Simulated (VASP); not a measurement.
# B3N2 (Pm-3m) in VASP: notebook, part 2 of 2

VASP 6.6.1. The steps go on from the part before.

## (3) Relaxation of cell and atoms, PBE

This run uses another cell than the first one, of 7.55 Å³/atom.

Contents of INCAR:

```
ALGO = Normal
EDIFF = 1E-6
EDIFFG = -0.01
ENCUT = 600
GGA = PE
IBRION = 2
ISIF = 3
ISMEAR = 0
LASPH = T
LCHARG = F
LREAL = F
LWAVE = F
NELM = 100
NSW = 100
PREC = Accurate
SIGMA = 0.1
```

Contents of KPOINTS:

```
k-points
0
Gamma
  12 12 12
```

Contents of POSCAR:

```
B3N2
1.0
    3.3552359128      0.0000000000      0.0000000000
    0.0000000000      3.3552359128      0.0000000000
    0.0000000000      0.0000000000      3.3552359128
B N
3 2
Direct
    0.5000000000      0.0000000000      0.0000000000
    0.0000000000      0.5000000000      0.0000000000
    0.0000000000      0.0000000000      0.5000000000
    0.5000000000      0.5000000000      0.5000000000
    0.0000000000      0.0000000000      0.0000000000
```

Potentials or basis: VASP PAW PBE potentials, release 64 (B, N).

Command:

```sh
> cat potpaw_PBE.64/B/POTCAR potpaw_PBE.64/N/POTCAR > POTCAR
> mpirun -np 1 vasp_std > vasp.out
```

OUTCAR:

```text
EDIFF = 1E-6
   EDIFFG = -0.01
   ENCUT = 600
   GGA = PE
   IBRION = 2
   ISIF = 3
   ISMEAR = 0
   LASPH = T
   LREAL = F
   NELM = 100
   NSW = 100
   PREC = Accurate

 ion  position               nearest neighbor table
   1  0.500  0.000  0.000-   5 1.68   5 1.68
   2  0.000  0.500  0.000-   5 1.68   5 1.68
   3  0.000  0.000  0.500-   5 1.68   5 1.68
   4  0.500  0.500  0.500-
   5  0.000  0.000  0.000-   1 1.68   2 1.68   3 1.68   3 1.68   2 1.68   1 1.68

  LATTYP: Found a simple cubic cell.
 ALAT       =     3.3552359128

  Lattice vectors:

 A1 = (   3.3552359128,   0.0000000000,   0.0000000000)
 A2 = (   0.0000000000,   3.3552359128,   0.0000000000)
 A3 = (   0.0000000000,   0.0000000000,   3.3552359128)

Analysis of symmetry for initial positions (statically):
=====================================================================
 Subroutine PRICEL returns:
 Original cell was already a primitive cell.

 Routine SETGRP: Setting up the symmetry group for a
 simple cubic supercell.

 Subroutine GETGRP returns: Found 48 space group operations
 (whereof 48 operations were pure point group operations)
 out of a pool of 48 trial point group operations.

The static configuration has the point symmetry O_h .

Analysis of symmetry for dynamics (positions and initial velocities):
=====================================================================
 Subroutine PRICEL returns:
 Original cell was already a primitive cell.

 Routine SETGRP: Setting up the symmetry group for a
 simple cubic supercell.

 Subroutine GETGRP returns: Found 48 space group operations
 (whereof 48 operations were pure point group operations)
 out of a pool of 48 trial point group operations.

The dynamic configuration has the point symmetry O_h .

 Subroutine INISYM returns: Found 48 space group operations
 (whereof 48 operations are pure point group operations),
 and found     1 'primitive' translations

----------------------------------------------------------------------------------------

                                     Primitive cell

  volume of cell :      37.7719

  direct lattice vectors                    reciprocal lattice vectors
     3.355235913  0.000000000  0.000000000     0.298041636  0.000000000  0.000000000
     0.000000000  3.355235913  0.000000000     0.000000000  0.298041636  0.000000000
     0.000000000  0.000000000  3.355235913     0.000000000  0.000000000  0.298041636

  length of vectors
     3.355235913  3.355235913  3.355235913     0.298041636  0.298041636  0.298041636

  position of ions in fractional coordinates (direct lattice)
     0.500000000  0.000000000  0.000000000
     0.000000000  0.500000000  0.000000000
     0.000000000  0.000000000  0.500000000
     0.500000000  0.500000000  0.500000000
     0.000000000  0.000000000  0.000000000

  ion indices of the primitive-cell ions
   primitive index   ion index
                 1           1
                 2           2
                 3           3
                 4           4
                 5           5

----------------------------------------------------------------------------------------

 KPOINTS: k-points

[... 59 lines left out ...]
   ISTART =      0    job   : 0-new  1-cont  2-samecut
   ICHARG =      2    charge: 1-file 2-atom 10-const
   ISPIN  =      1    spin polarized calculation?
   LNONCOLLINEAR =      F non collinear calculations
   LSORBIT =      F    spin-orbit coupling
   LASPH  =      T    aspherical Exc in radial PAW
   ENCUT  =  600.0 eV  44.10 Ry    6.64 a.u.   6.70  6.70  6.70*2*pi/ulx,y,z
   NELM   =    100;   NELMIN=  2; NELMDL= -5     # of ELM steps
   EDIFF  = 0.1E-05   stopping-criterion for ELM
   LREAL  =      F    real-space projection
   EDIFFG = -.1E-01   stopping-criterion for IOM
   NSW    =    100    number of steps for IOM
   IBRION =      2    ionic relax: 0-MD 1-quasi-New 2-CG
   NFREE  =      1    steps in history (QN), initial steepest desc. (CG)
   ISIF   =      3    stress and relaxation
   ISYM   =      2    0-nonsym 1-usesym 2-fastsym
   POTIM  = 0.5000    time-step for ionic-motion
   TEBEG  =    0.0;   TEEND  =   0.0 temperature during run
   PSTRESS=    0.0 pullay stress
   NELECT =      19.0000    total number of electrons
   NUPDOWN=      -1.0000    fix difference up-down
   EMIN   =  10.00;   EMAX   =-10.00  energy-range for DOS
   EFERMI =   0.00;   METHOD = LEGACY
   ISMEAR =     0;   SIGMA  =   0.10  broadening in eV -4-tet -1-fermi 0-gaus
   EFERMI_NEDOS =   21; number of points for ismear=-14 and -15
   IALGO  =     38    algorithm
   IMIX   =      4    mixing-type and parameters
     AMIX     =   0.40;   BMIX     =  1.00
     AMIX_MAG =   1.60;   BMIX_MAG =  1.00
  volume/ion in A,a.u.               =       7.55        50.98
  Fermi-wavevector in a.u.,A,eV,Ry     =   1.301976  2.460378 23.063799  1.695141
  Thomas-Fermi vector in A             =   2.433074
   LORBIT       =      0    0 simple, 1 ext, 2 COOP (PROOUT), +10 PAW based schemes
   GGA     = PE    functional components
   LHFCALC =     F    Hartree Fock is set to
   AEXX    =    0.0000 exact exchange contribution
   IVDW    =     0    specifies the selected vdW correction
   LEPSILON=     F    determine dielectric tensor
   LRPA    =     F    only Hartree local field effects (RPA)
 conjugate gradient relaxation of ions
 non-spin polarized calculation
 Gauss-broadening in eV      SIGMA  =   0.10
  energy-cutoff  :      600.00
  volume of cell :       37.77
 maximum number of plane-waves:      1328
 NGX is ok and might be reduce to    28
   NGX = 13   NGY = 13   NGZ = 13

--------------------------------------- Ionic step        1  -------------------------------------------

 number of electron      18.9999997 magnetization

 Free energy of the ion-electron system (eV)
  ---------------------------------------------------
  ext. energy  EPLUGINS =         0.00000000
  ---------------------------------------------------
  free energy    TOTEN  =       -24.69048655 eV

  energy without entropy =      -24.68236333  energy(sigma->0) =      -24.68642494

------------------------ aborting loop because EDIFF is reached ----------------------------------------

  FORCE on cell =-STRESS in cart. coord.  units (eV):
  Direction    XX          YY          ZZ          XY          YZ          ZX
  --------------------------------------------------------------------------------------
  -------------------------------------------------------------------------------------
  Total       -0.5558189     -0.5558189     -0.5558189     -0.0000000      0.0000000     -0.0000000
  in kB      -23.5762501    -23.5762501    -23.5762501     -0.0000000      0.0000000     -0.0000000
  external PRESSURE =     -23.5762501 kB  Pullay stress =       0.0000000 kB
[... 65 lines left out ...]
--------------------------------------- Ionic step        3  -------------------------------------------

 number of electron      18.9999997 magnetization

 Free energy of the ion-electron system (eV)
  ---------------------------------------------------
  ext. energy  EPLUGINS =         0.00000000
  ---------------------------------------------------
  free energy    TOTEN  =       -24.69440734 eV

  energy without entropy =      -24.68599273  energy(sigma->0) =      -24.69020004

 E-fermi :   7.7099     XC(G=0): -12.1133

 val. band max:        7.6832944722   @ k =   0.1667   0.1667   0.0000
 cond. band min:       7.7152368130   @ k =   0.2500   0.0833   0.0833
 fundamental gap:      0.0319423407
 Fermi energy:         7.7099277987

 k-point     1 :       0.0000    0.0000    0.0000
  band No.  band energies     occupation
      1     -13.8341      2.00000
      2      -6.6185      2.00000
      3      -3.0809      2.00000
      4      -3.0809      2.00000
      5      -3.0809      2.00000
      6       4.8569      2.00000
      7       4.8569      2.00000
      8       4.8569      2.00000
      9       5.1204      2.00000
     10       5.1204      2.00000
     11       6.2459      2.00000
     12      11.1612      0.00000
     13      11.1612      0.00000
[... 354 lines left out ...]
  band No.  band energies     occupation
      1     -12.9570      2.00000
      2      -7.4910      2.00000
      3      -4.4921      2.00000
      4      -3.6955      2.00000
      5      -2.0745      2.00000
      6       2.9968      2.00000
      7       3.9970      2.00000
      8       4.8036      2.00000
      9       6.0033      2.00000
     10       6.8593      2.00000
     11       8.4057      0.00000
     12       9.1787      0.00000
     13      10.3835      0.00000

 [... further k-points ...]

------------------------ aborting loop because EDIFF is reached ----------------------------------------

  FORCE on cell =-STRESS in cart. coord.  units (eV):
  Direction    XX          YY          ZZ          XY          YZ          ZX
  --------------------------------------------------------------------------------------
  -------------------------------------------------------------------------------------
  Total       -0.0014801     -0.0014801     -0.0014801     -0.0000000      0.0000000     -0.0000000
  in kB       -0.0636706     -0.0636706     -0.0636706     -0.0000000      0.0000000     -0.0000000
  external PRESSURE =      -0.0636706 kB  Pullay stress =       0.0000000 kB
[... 20 lines left out ...]
  FREE ENERGIE OF THE ION-ELECTRON SYSTEM (eV)
  ---------------------------------------------------
  free  energy   TOTEN  =       -24.6944073416 eV

  energy  without entropy=      -24.6859927293  energy(sigma->0) =      -24.69020004

 reached required accuracy - stopping structural energy minimisation
```

CONTCAR:

```text
B3N2
   1.00000000000000
     3.3395167535872448   -0.0000000000000000   -0.0000000000000000
    -0.0000000000000000    3.3395167535872448   -0.0000000000000000
     0.0000000000000000    0.0000000000000000    3.3395167535872448
  B               N
     3     2
Direct
     0.5000000000000000    0.0000000000000000    0.0000000000000000
     0.0000000000000000    0.5000000000000000    0.0000000000000000
     0.0000000000000000    0.0000000000000000    0.5000000000000000
     0.5000000000000000    0.5000000000000000    0.5000000000000000
     0.0000000000000000    0.0000000000000000    0.0000000000000000

  0.00000000E+00  0.00000000E+00  0.00000000E+00
  0.00000000E+00  0.00000000E+00  0.00000000E+00
  0.00000000E+00  0.00000000E+00  0.00000000E+00
  0.00000000E+00  0.00000000E+00  0.00000000E+00
  0.00000000E+00  0.00000000E+00  0.00000000E+00
```

Run time: 3.4 min. Hardware: 1 thread of Intel Xeon 8259CL, shared host; peak memory 0.18 GiB.

Results:

```
Free energy                           : -24.6944 eV
Relaxed volume                        : 7.45 Å³/atom
Relaxed cell                          : a = 3.340 Å, b = 3.340 Å, c = 3.340 Å, α = 90.00°, β = 90.00°, γ = 90.00°
Space group after relaxing (to 0.1 Å) : Pm-3m (No. 221)
Energy gained by relaxing             : 0.8 meV/atom
Ionic steps                           : 3
Pressure after relaxing               : 0.0 GPa
Band gap on the k mesh                : zero (an odd number of electrons rules out a gap without spin polarisation)
```

The path:
```tsv
step	energy change (eV)	largest force (eV/Å)	pressure (GPa)	volume (Å³)
1	0.0000	0.0000	-2.36	37.77
2	-0.0038	0.0000	0.35	37.17
3	-0.0039	0.0000	-0.01	37.24
```

Final structure:
```
B N
1.0
     3.33952    0.00000    0.00000
     0.00000    3.33952    0.00000
     0.00000    0.00000    3.33952
B N
3 2
Direct
  0.50000 0.00000 0.00000
  0.00000 0.50000 0.00000
  0.00000 0.00000 0.50000
  0.50000 0.50000 0.50000
  0.00000 0.00000 0.00000
```

Levels at points of the mesh, in eV from the Fermi level:
```tsv
k point	band 6	band 7	band 8	band 9	band 10	band 11	band 12	band 13
(0.00, 0.00, 0.00)	-2.85	-2.85	-2.85	-2.59	-2.59	-1.46	3.45	3.45
(0.50, 0.00, 0.00)	-6.63	-3.80	-3.80	-1.18	0.45	2.61	2.70	2.90
(0.50, 0.50, 0.00)	-3.47	-3.47	-2.70	-2.34	-1.96	0.24	0.24	4.84
(0.50, 0.50, 0.50)	-7.60	-7.60	-7.60	3.09	3.09	3.09	4.20	4.20
```
